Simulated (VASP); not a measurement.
# KCl (P4/mmm) in VASP: a series of runs

The runs below take KCl through single point, with PBEsol.

Everything below comes from runs of VASP 6.6.1. Logs are shortened: lines on timing, memory, paths and dates and some standing lists are left out, and cuts for length are marked.

## 1. The cell of the first run

Symmetry: P4/mmm, No. 123, tetragonal system. Conventional cell: a = 3.561 Å, b = 3.561 Å, c = 3.634 Å, α = 90.00°, β = 90.00°, γ = 90.00°. K (site symmetry 4/mmm) has 8 Cl at 3.11 Å and 6 K at 3.56 to 3.63 Å within 4.1 Å. Cl (site symmetry 4/mmm) has 8 K at 3.11 Å and 6 Cl at 3.56 to 3.63 Å within 4.1 Å.

## 2. Single point, PBEsol (equal xx and yy strain of -2 %)

Input file INCAR:

```
SYSTEM = KCl
PREC = Accurate
ENCUT = 520
EDIFF = 1E-6
ISMEAR = -1
SIGMA = 0.01
LREAL = .FALSE.
LASPH = .TRUE.
NELM = 80
ALGO = Normal
ISIF = 2
LWAVE = .FALSE.
LCHARG = .TRUE.
GGA = PS
LELF = .TRUE.
LVHAR = .TRUE.
NBANDS = 15
```

Input file KPOINTS:

```
Automatic mesh
0
G
  7 7 7
  0 0 0
```

Input file POSCAR:

```
KCl
1.0
    3.5613200000      0.0000000000      0.0000000000
    0.0000000000      3.5613200000      0.0000000000
    0.0000000000      0.0000000000      3.6340000000
K Cl
1 1
Direct
    0.0000000000      0.0000000000      0.0000000000
    0.5000000000      0.5000000000      0.5000000000
```

Potentials or basis: VASP PAW PBE potentials, release 64 (K_sv, Cl).

Run with:

```sh
$ cat potpaw_PBE.64/K_sv/POTCAR potpaw_PBE.64/Cl/POTCAR > POTCAR
$ mpirun -np 1 vasp_std > vasp.out
```

OUTCAR:

```text
SYSTEM = KCl
   PREC = Accurate
   ENCUT = 520
   EDIFF = 1E-6
   ISMEAR = -1
   LREAL = .FALSE.
   LASPH = .TRUE.
   NELM = 80
   ISIF = 2
   GGA = PS

 ion  position               nearest neighbor table
   1  0.000  0.000  0.000-   2 3.11   2 3.11   2 3.11   2 3.11   2 3.11   2 3.11   2 3.11   2 3.11

   2  0.500  0.500  0.500-   1 3.11   1 3.11   1 3.11   1 3.11   1 3.11   1 3.11   1 3.11   1 3.11

  LATTYP: Found a simple tetragonal cell.
 ALAT       =     3.5613200000
 C/A-ratio  =     1.0204081633

  Lattice vectors:

 A1 = (   3.5613200000,   0.0000000000,   0.0000000000)
 A2 = (   0.0000000000,   3.5613200000,   0.0000000000)
 A3 = (   0.0000000000,   0.0000000000,   3.6340000000)

Analysis of symmetry for initial positions (statically):
=====================================================================
 Subroutine PRICEL returns:
 Original cell was already a primitive cell.

 Routine SETGRP: Setting up the symmetry group for a
 simple tetragonal supercell.

 Subroutine GETGRP returns: Found 16 space group operations
 (whereof 16 operations were pure point group operations)
 out of a pool of 16 trial point group operations.

The static configuration has the point symmetry D_4h.

Analysis of symmetry for dynamics (positions and initial velocities):
=====================================================================
 Subroutine PRICEL returns:
 Original cell was already a primitive cell.

 Routine SETGRP: Setting up the symmetry group for a
 simple tetragonal supercell.

 Subroutine GETGRP returns: Found 16 space group operations
 (whereof 16 operations were pure point group operations)
 out of a pool of 16 trial point group operations.

The dynamic configuration has the point symmetry D_4h.

 Subroutine INISYM returns: Found 16 space group operations
 (whereof 16 operations are pure point group operations),
 and found     1 'primitive' translations

----------------------------------------------------------------------------------------

                                     Primitive cell

  volume of cell :      46.0900

  direct lattice vectors                    reciprocal lattice vectors
     3.561320000  0.000000000  0.000000000     0.280794761  0.000000000  0.000000000
     0.000000000  3.561320000  0.000000000     0.000000000  0.280794761  0.000000000
     0.000000000  0.000000000  3.634000000     0.000000000  0.000000000  0.275178866

  length of vectors
     3.561320000  3.561320000  3.634000000     0.280794761  0.280794761  0.275178866

  position of ions in fractional coordinates (direct lattice)
     0.000000000  0.000000000  0.000000000
     0.500000000  0.500000000  0.500000000

  ion indices of the primitive-cell ions
   primitive index   ion index
                 1           1
                 2           2

----------------------------------------------------------------------------------------

 KPOINTS: Automatic mesh

Automatic generation of k-mesh.
 Grid dimensions read from file:
 generate k-points for:    7    7    7

 Generating k-lattice:

  Cartesian coordinates                     Fractional coordinates (reciprocal lattice)
     0.040113537  0.000000000  0.000000000     0.142857143  0.000000000  0.000000000
     0.000000000  0.040113537  0.000000000     0.000000000  0.142857143  0.000000000
     0.000000000  0.000000000  0.039311267     0.000000000  0.000000000  0.142857143

  Length of vectors
     0.040113537  0.040113537  0.039311267

  Shift w.r.t. Gamma in fractional coordinates (k-lattice)
     0.000000000  0.000000000  0.000000000

 Subroutine IBZKPT returns following result:
 ===========================================

 Found     40 irreducible k-points:

 Following reciprocal coordinates:
            Coordinates               Weight
  0.000000  0.000000  0.000000      1.000000
  0.142857  0.000000  0.000000      4.000000
  0.285714  0.000000  0.000000      4.000000
  0.428571  0.000000  0.000000      4.000000
  0.142857  0.142857  0.000000      4.000000
  0.285714  0.142857  0.000000      8.000000
[... 16 lines left out ...]
  0.285714  0.000000  0.285714      8.000000
  0.428571  0.000000  0.285714      8.000000
 [... further k-points ...]
   k-points           NKPTS =     40   k-points in BZ     NKDIM =     40   number of bands    NBANDS=     15
   number of dos      NEDOS =    301   number of ions     NIONS =      2
   total plane-waves  NPLWV =  21952
   dimension x,y,z NGX =    28 NGY =   28 NGZ =   28
   dimension x,y,z NGXF=    56 NGYF=   56 NGZF=   56
   ions per type =               1   1
   NGX,Y,Z   is equivalent  to a cutoff of  13.07, 13.07, 12.81 a.u.
   NGXF,Y,Z  is equivalent  to a cutoff of  26.14, 26.14, 25.62 a.u.
 SYSTEM =  KCl
   PREC   = accura    normal or accurate (medium, high low for compatibility)
   ISTART =      0    job   : 0-new  1-cont  2-samecut
   ICHARG =      2    charge: 1-file 2-atom 10-const
   ISPIN  =      1    spin polarized calculation?
   LNONCOLLINEAR =      F non collinear calculations
   LSORBIT =      F    spin-orbit coupling
   LASPH  =      T    aspherical Exc in radial PAW
   ENCUT  =  520.0 eV  38.22 Ry    6.18 a.u.   6.62  6.62  6.76*2*pi/ulx,y,z
   NELM   =     80;   NELMIN=  2; NELMDL= -5     # of ELM steps
   EDIFF  = 0.1E-05   stopping-criterion for ELM
   LREAL  =      F    real-space projection
   EDIFFG = 0.1E-04   stopping-criterion for IOM
   NSW    =      0    number of steps for IOM
   IBRION =     -1    ionic relax: 0-MD 1-quasi-New 2-CG
   NFREE  =      0    steps in history (QN), initial steepest desc. (CG)
   ISIF   =      2    stress and relaxation
   ISYM   =      2    0-nonsym 1-usesym 2-fastsym
   POTIM  = 0.5000    time-step for ionic-motion
   TEBEG  =    0.0;   TEEND  =   0.0 temperature during run
   PSTRESS=    0.0 pullay stress
   NELECT =      16.0000    total number of electrons
   NUPDOWN=      -1.0000    fix difference up-down
   EMIN   =  10.00;   EMAX   =-10.00  energy-range for DOS
   EFERMI =   0.00;   METHOD = LEGACY
   ISMEAR =    -1;   SIGMA  =   0.01  broadening in eV -4-tet -1-fermi 0-gaus
   EFERMI_NEDOS =   21; number of points for ismear=-14 and -15
   IALGO  =     38    algorithm
   IMIX   =      4    mixing-type and parameters
     AMIX     =   0.40;   BMIX     =  1.00
     AMIX_MAG =   1.60;   BMIX_MAG =  1.00
  volume/ion in A,a.u.               =      23.05       155.52
  Fermi-wavevector in a.u.,A,eV,Ry     =   1.150569  2.174259 18.011503  1.323808
  Thomas-Fermi vector in A             =   2.287232
   LORBIT       =      0    0 simple, 1 ext, 2 COOP (PROOUT), +10 PAW based schemes
   GGA     = PS    functional components
   LHFCALC =     F    Hartree Fock is set to
   AEXX    =    0.0000 exact exchange contribution
   IVDW    =     0    specifies the selected vdW correction
   LEPSILON=     F    determine dielectric tensor
   LRPA    =     F    only Hartree local field effects (RPA)
 non-spin polarized calculation
  energy-cutoff  :      520.00
  volume of cell :       46.09
 maximum number of plane-waves:      1263
 NGX is ok and might be reduce to    28
   NGX = 13   NGY = 13   NGZ = 13

 number of electron      16.0000004 magnetization

 Free energy of the ion-electron system (eV)
  ---------------------------------------------------
  ext. energy  EPLUGINS =         0.00000000
  ---------------------------------------------------
  free energy    TOTEN  =        -6.84515790 eV

  energy without entropy =       -6.84515790  energy(sigma->0) =       -6.84515790

 E-fermi :   0.5510     XC(G=0):  -9.2236

 val. band max:        0.2526241206   @ k =   0.4286   0.0000   0.4286
 cond. band min:       5.8149919810   @ k =   0.0000   0.0000   0.0000
 fundamental gap:      5.5623678604
 Fermi energy:         0.5510256377

 k-point     1 :       0.0000    0.0000    0.0000
  band No.  band energies     occupation
      1     -27.3680      2.00000
      2     -12.7579      2.00000
      3     -10.7817      2.00000
      4     -10.7559      2.00000
      5     -10.7559      2.00000
      6      -0.0825      2.00000
      7       0.0506      2.00000
      8       0.0506      2.00000
      9       5.8150      0.00000
     10       6.3468      0.00000
     11       6.4346      0.00000
     12      11.3110      0.00000
     13      11.3110      0.00000
     14      11.4872      0.00000
     15      14.4797      0.00000

 k-point     2 :       0.1429    0.0000    0.0000
  band No.  band energies     occupation
      1     -27.3584      2.00000
      2     -12.8010      2.00000
      3     -10.7679      2.00000
      4     -10.7430      2.00000
      5     -10.7313      2.00000
      6      -0.4908      2.00000
      7      -0.0995      2.00000
      8       0.0384      2.00000
      9       6.3142      0.00000
     10       6.5893      0.00000
     11       7.0578      0.00000
     12      11.2260      0.00000
     13      11.3852      0.00000
     14      11.4405      0.00000
     15      13.7219      0.00000

 k-point     3 :       0.2857    0.0000    0.0000
  band No.  band energies     occupation
      1     -27.3368      2.00000
      2     -12.9061      2.00000
      3     -10.7366      2.00000
      4     -10.7137      2.00000
      5     -10.6557      2.00000
      6      -1.4573      2.00000
      7      -0.1395      2.00000
      8       0.0093      2.00000
      9       7.1238      0.00000
     10       7.4779      0.00000
     11       8.4753      0.00000
     12      11.1606      0.00000
     13      11.2744      0.00000
     14      11.7754      0.00000
     15      11.9803      0.00000
[... 343 lines left out ...]
 k-point    23 :       0.2857    0.0000    0.2857
  band No.  band energies     occupation
      1     -27.3132      2.00000
      2     -12.7606      2.00000
      3     -11.0352      2.00000
      4     -10.6836      2.00000
      5     -10.6606      2.00000
      6      -1.3269      2.00000
      7      -0.9122      2.00000
      8       0.0934      2.00000
      9       7.4428      0.00000
     10       7.9493      0.00000
     11       9.5007      0.00000
     12       9.9699      0.00000
     13      11.0691      0.00000
     14      11.1184      0.00000
     15      12.8327      0.00000

 k-point    24 :       0.4286    0.0000    0.2857
  band No.  band energies     occupation
      1     -27.2969      2.00000
      2     -12.6767      2.00000
      3     -11.0351      2.00000
      4     -10.8370      2.00000
      5     -10.6639      2.00000
      6      -1.6222      2.00000
      7      -0.9111      2.00000
      8       0.1524      2.00000
      9       7.1723      0.00000
     10       8.1257      0.00000
     11       9.8165      0.00000
     12      10.2405      0.00000
     13      10.4102      0.00000
     14      11.5989      0.00000
     15      13.0971      0.00000

 [... further k-points ...]
[... 5 lines left out ...]
  --------------------------------------------------------------------------------------
  -------------------------------------------------------------------------------------
  Total        1.2100064      1.2100064      0.9023823      0.0000000      0.0000000      0.0000000
  in kB       42.0621375     42.0621375     31.3685345      0.0000000      0.0000000      0.0000000
  external PRESSURE =      38.4976032 kB  Pullay stress =       0.0000000 kB

 VOLUME and BASIS-vectors are now :
 -----------------------------------------------------------------------------
  energy-cutoff  :      520.00
  volume of cell :       46.09
      direct lattice vectors                 reciprocal lattice vectors
     3.561320000  0.000000000  0.000000000     0.280794761  0.000000000  0.000000000
     0.000000000  3.561320000  0.000000000     0.000000000  0.280794761  0.000000000
     0.000000000  0.000000000  3.634000000     0.000000000  0.000000000  0.275178866

 POSITION                                       TOTAL-FORCE (eV/Angst)
 -----------------------------------------------------------------------------------
      0.00000      0.00000      0.00000         0.000000      0.000000      0.000000
      1.78066      1.78066      1.81700         0.000000      0.000000      0.000000
 -----------------------------------------------------------------------------------
    total drift:                               -0.000000      0.000000      0.000000

  FREE ENERGIE OF THE ION-ELECTRON SYSTEM (eV)
  ---------------------------------------------------
  free  energy   TOTEN  =        -6.8451578978 eV

  energy  without entropy=       -6.8451578978  energy(sigma->0) =       -6.84515790
```

Wall time 17 s (1 thread of Intel Xeon Platinum 8259CL at 2.50GHz (Skylake/Cascade Lake), shared host); peak memory 0.16 GiB.

What came out:

| Quantity | Value |
| --- | --- |
| Free energy | -6.8452 eV |
| Pressure | 3.8 GPa |
| Band gap on the k mesh | 5.56 eV, indirect (least direct gap 5.76 eV) |

Levels at points of the mesh, in eV from the valence-band top:
```csv
k point,band 4,band 5,band 6,band 7,band 8,band 9,band 10,band 11,band 12,band 13
"(0.00, 0.00, 0.00)",-11.01,-11.01,-0.34,-0.20,-0.20,5.56,6.09,6.18,11.06,11.06
```

Caveat: the cell differs from its parent crystal (equal xx and yy strain of -2 %); the PAW data sets were made with another functional, which shifts forces and pressure a little.

(Continued in part 2 of 2.)
